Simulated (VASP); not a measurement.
# Be3GeN (Pm-3m) in VASP: notebook, part 2 of 2

VASP 6.6.1. Earlier steps stand in the parts before.

## Step 3: Relaxation of cell and atoms, PBEsol

Input file INCAR:

```
PREC = Accurate ; ENCUT = 600
EDIFF = 1E-6 ; ISMEAR = -1
SIGMA = 0.15 ; LREAL = False
LASPH = True ; NELM = 80
ALGO = Normal ; ISIF = 3
LWAVE = False ; LCHARG = False
GGA = PS ; IBRION = 2
NSW = 80 ; EDIFFG = -0.001
```

Input file KPOINTS:

```
regular mesh
0
Gamma
  10 10 10
```

Input file POSCAR:

```
Be3GeN
1.0
    3.5905732901      0.0000000000      0.0000000000
    0.0000000000      3.5905732901      0.0000000000
    0.0000000000      0.0000000000      3.5905732901
Be Ge N
3 1 1
Direct
    0.0000000000      0.5000000000      0.5000000000
    0.5000000000      0.0000000000      0.5000000000
    0.5000000000      0.5000000000      0.0000000000
    0.0000000000      0.0000000000      0.0000000000
    0.5000000000      0.5000000000      0.5000000000
```

Potentials or basis: VASP PAW PBE potentials, release 64 (Be, Ge_d, N).

Command:

```bash
cat potpaw_PBE.64/Be/POTCAR potpaw_PBE.64/Ge_d/POTCAR potpaw_PBE.64/N/POTCAR > POTCAR
mpirun -np 1 vasp_std > vasp.out
```

OUTCAR:

```text
PREC = Accurate
   ENCUT = 600
   EDIFF = 1E-6
   ISMEAR = -1
   LREAL = False
   LASPH = True
   NELM = 80
   ISIF = 3
   GGA = PS
   IBRION = 2
   NSW = 80
   EDIFFG = -0.001

 ion  position               nearest neighbor table
   1  0.000  0.500  0.500-   5 1.80   5 1.80   4 2.54   4 2.54   4 2.54   4 2.54
   2  0.500  0.000  0.500-   5 1.80   5 1.80   4 2.54   4 2.54   4 2.54   4 2.54
   3  0.500  0.500  0.000-   5 1.80   5 1.80   4 2.54   4 2.54   4 2.54   4 2.54
   4  0.000  0.000  0.000-   1 2.54   2 2.54   3 2.54   1 2.54   2 2.54   1 2.54   3 2.54   1 2.54
                             2 2.54   3 2.54   2 2.54   3 2.54
   5  0.500  0.500  0.500-   1 1.80   2 1.80   3 1.80   3 1.80   2 1.80   1 1.80

  LATTYP: Found a simple cubic cell.
 ALAT       =     3.5905732901

  Lattice vectors:

 A1 = (   3.5905732901,   0.0000000000,   0.0000000000)
 A2 = (   0.0000000000,   3.5905732901,   0.0000000000)
 A3 = (   0.0000000000,   0.0000000000,   3.5905732901)

Analysis of symmetry for initial positions (statically):
=====================================================================
 Subroutine PRICEL returns:
 Original cell was already a primitive cell.

 Routine SETGRP: Setting up the symmetry group for a
 simple cubic supercell.

 Subroutine GETGRP returns: Found 48 space group operations
 (whereof 48 operations were pure point group operations)
 out of a pool of 48 trial point group operations.

The static configuration has the point symmetry O_h .

Analysis of symmetry for dynamics (positions and initial velocities):
=====================================================================
 Subroutine PRICEL returns:
 Original cell was already a primitive cell.

 Routine SETGRP: Setting up the symmetry group for a
 simple cubic supercell.

 Subroutine GETGRP returns: Found 48 space group operations
 (whereof 48 operations were pure point group operations)
 out of a pool of 48 trial point group operations.

The dynamic configuration has the point symmetry O_h .

 Subroutine INISYM returns: Found 48 space group operations
 (whereof 48 operations are pure point group operations),
 and found     1 'primitive' translations

----------------------------------------------------------------------------------------

                                     Primitive cell

  volume of cell :      46.2904

  direct lattice vectors                    reciprocal lattice vectors
     3.590573290  0.000000000  0.000000000     0.278507057  0.000000000  0.000000000
     0.000000000  3.590573290  0.000000000     0.000000000  0.278507057  0.000000000
     0.000000000  0.000000000  3.590573290     0.000000000  0.000000000  0.278507057

  length of vectors
     3.590573290  3.590573290  3.590573290     0.278507057  0.278507057  0.278507057

  position of ions in fractional coordinates (direct lattice)
     0.000000000  0.500000000  0.500000000
     0.500000000  0.000000000  0.500000000
     0.500000000  0.500000000  0.000000000
[... 123 lines left out ...]
 number of electron      24.9999993 magnetization

 Free energy of the ion-electron system (eV)
  ---------------------------------------------------
  ext. energy  EPLUGINS =         0.00000000
  ---------------------------------------------------
  free energy    TOTEN  =       -25.88859487 eV

  energy without entropy =      -25.78089708  energy(sigma->0) =      -25.83474597

------------------------ aborting loop because EDIFF is reached ----------------------------------------

  FORCE on cell =-STRESS in cart. coord.  units (eV):
  Direction    XX          YY          ZZ          XY          YZ          ZX
  --------------------------------------------------------------------------------------
  -------------------------------------------------------------------------------------
  Total        0.0909804      0.0909804      0.0909804     -0.0000000     -0.0000000      0.0000000
  in kB        3.1489603      3.1489603      3.1489603     -0.0000000     -0.0000000      0.0000000
  external PRESSURE =       3.1489603 kB  Pullay stress =       0.0000000 kB

 VOLUME and BASIS-vectors are now :
 -----------------------------------------------------------------------------
  energy-cutoff  :      600.00
  volume of cell :       46.29
      direct lattice vectors                 reciprocal lattice vectors
     3.590573290  0.000000000  0.000000000     0.278507057  0.000000000  0.000000000
     0.000000000  3.590573290  0.000000000     0.000000000  0.278507057  0.000000000
     0.000000000  0.000000000  3.590573290     0.000000000  0.000000000  0.278507057

 POSITION                                       TOTAL-FORCE (eV/Angst)
 -----------------------------------------------------------------------------------
      0.00000      1.79529      1.79529         0.000000      0.000000      0.000000
      1.79529      0.00000      1.79529         0.000000      0.000000      0.000000
      1.79529      1.79529      0.00000         0.000000      0.000000      0.000000
      0.00000      0.00000      0.00000         0.000000      0.000000      0.000000
      1.79529      1.79529      1.79529         0.000000      0.000000      0.000000
 -----------------------------------------------------------------------------------
    total drift:                                0.000000      0.000000      0.000000

  FREE ENERGIE OF THE ION-ELECTRON SYSTEM (eV)
  ---------------------------------------------------
  free  energy   TOTEN  =       -25.8885948686 eV

  energy  without entropy=      -25.7808970760  energy(sigma->0) =      -25.83474597

--------------------------------------- Ionic step        2  -------------------------------------------

 number of electron      24.9999995 magnetization

 Free energy of the ion-electron system (eV)
  ---------------------------------------------------
  ext. energy  EPLUGINS =         0.00000000
  ---------------------------------------------------
  free energy    TOTEN  =       -25.88869116 eV

  energy without entropy =      -25.78083506  energy(sigma->0) =      -25.83476311

 E-fermi :   7.7469     XC(G=0): -11.4567

 val. band max:        7.7130826531   @ k =   0.1000   0.1000   0.0000
 cond. band min:       7.7690133804   @ k =   0.5000   0.1000   0.1000
 fundamental gap:      0.0559307273
 Fermi energy:         7.7468827529

 k-point     1 :       0.0000    0.0000    0.0000
  band No.  band energies     occupation
      1     -16.3034      2.00000
      2     -16.3034      2.00000
      3     -16.2940      2.00000
      4     -16.2940      2.00000
      5     -16.2940      2.00000
      6      -9.0952      2.00000
[... 433 lines left out ...]
      3     -16.3003      2.00000
      4     -16.2952      2.00000
      5     -16.2888      2.00000
      6      -8.7600      2.00000
[... 8 lines left out ...]
     15      11.7461      0.00000
     16      12.2080      0.00000

 [... further k-points ...]

------------------------ aborting loop because EDIFF is reached ----------------------------------------

  FORCE on cell =-STRESS in cart. coord.  units (eV):
  Direction    XX          YY          ZZ          XY          YZ          ZX
  --------------------------------------------------------------------------------------
  -------------------------------------------------------------------------------------
  Total       -0.0028925     -0.0028925     -0.0028925      0.0000000      0.0000000      0.0000000
  in kB       -0.0998507     -0.0998507     -0.0998507      0.0000000      0.0000000      0.0000000
  external PRESSURE =      -0.0998507 kB  Pullay stress =       0.0000000 kB

 VOLUME and BASIS-vectors are now :
 -----------------------------------------------------------------------------
  energy-cutoff  :      600.00
  volume of cell :       46.41
      direct lattice vectors                 reciprocal lattice vectors
     3.593725194 -0.000000000  0.000000000     0.278262790  0.000000000  0.000000000
    -0.000000000  3.593725194 -0.000000000     0.000000000  0.278262790  0.000000000
    -0.000000000 -0.000000000  3.593725194     0.000000000  0.000000000  0.278262790

 POSITION                                       TOTAL-FORCE (eV/Angst)
 -----------------------------------------------------------------------------------
     -0.00000      1.79686      1.79686         0.000000     -0.000000      0.000000
      1.79686     -0.00000      1.79686        -0.000000     -0.000000      0.000000
      1.79686      1.79686     -0.00000         0.000000     -0.000000      0.000000
      0.00000      0.00000      0.00000         0.000000      0.000000      0.000000
      1.79686      1.79686      1.79686        -0.000000     -0.000000      0.000000
 -----------------------------------------------------------------------------------
    total drift:                               -0.000000      0.000000      0.000000

  FREE ENERGIE OF THE ION-ELECTRON SYSTEM (eV)
  ---------------------------------------------------
  free  energy   TOTEN  =       -25.8886911608 eV

  energy  without entropy=      -25.7808350572  energy(sigma->0) =      -25.83476311

 reached required accuracy - stopping structural energy minimisation
```

Wall time 2.3 min (1 thread of AMD EPYC 7R13, shared host); peak memory 0.18 GiB.

Results:

```yaml
Free_energy: -25.8887 eV
Relaxed_volume: 9.28 Å³/atom
Relaxed_cell: a = 3.594 Å, b = 3.594 Å, c = 3.594 Å, α = 90.00°, β = 90.00°, γ = 90.00°
Space_group_after_relaxing_to_0.1_Å: Pm-3m (No. 221)
Energy_gained_by_relaxing: 0.0 meV/atom
Ionic_steps: 2
Pressure_after_relaxing: 0.0 GPa
Band_gap_on_the_k_mesh: zero (an odd number of electrons rules out a gap without spin polarisation)
```

Final structure:
```cif
data_structure
_symmetry_space_group_name_H-M 'P 1'
_symmetry_Int_Tables_number 1
_cell_length_a 3.5937
_cell_length_b 3.5937
_cell_length_c 3.5937
_cell_angle_alpha 90.000
_cell_angle_beta 90.000
_cell_angle_gamma 90.000
_cell_volume 46.41
loop_
_atom_site_label
_atom_site_type_symbol
_atom_site_fract_x
_atom_site_fract_y
_atom_site_fract_z
_atom_site_occupancy
Be1 Be 0.00000 0.50000 0.50000 1
Be2 Be 0.50000 0.00000 0.50000 1
Be3 Be 0.50000 0.50000 0.00000 1
Ge1 Ge 0.00000 0.00000 0.00000 1
N1 N 0.50000 0.50000 0.50000 1
```

Levels at points of the mesh, in eV from the Fermi level:
| k point | band 11 | band 12 | band 13 | band 14 | band 15 | band 16 |
| --- | --- | --- | --- | --- | --- | --- |
| (0.00, 0.00, 0.00) | 0.78 | 0.78 | 0.78 | 1.33 | 1.33 | 6.26 |
| (0.50, 0.00, 0.00) | -3.53 | -0.79 | -0.79 | 1.69 | 4.80 | 5.04 |
| (0.50, 0.50, 0.00) | -0.71 | -0.71 | 1.90 | 1.92 | 2.46 | 2.46 |
| (0.50, 0.50, 0.50) | -5.46 | -5.46 | -5.46 | 5.80 | 5.80 | 5.80 |

Caveat: the PAW data sets were made with another functional, which shifts forces and pressure a little.

The gap in the log of VASP goes by the Fermi energy; the results here count the filled bands.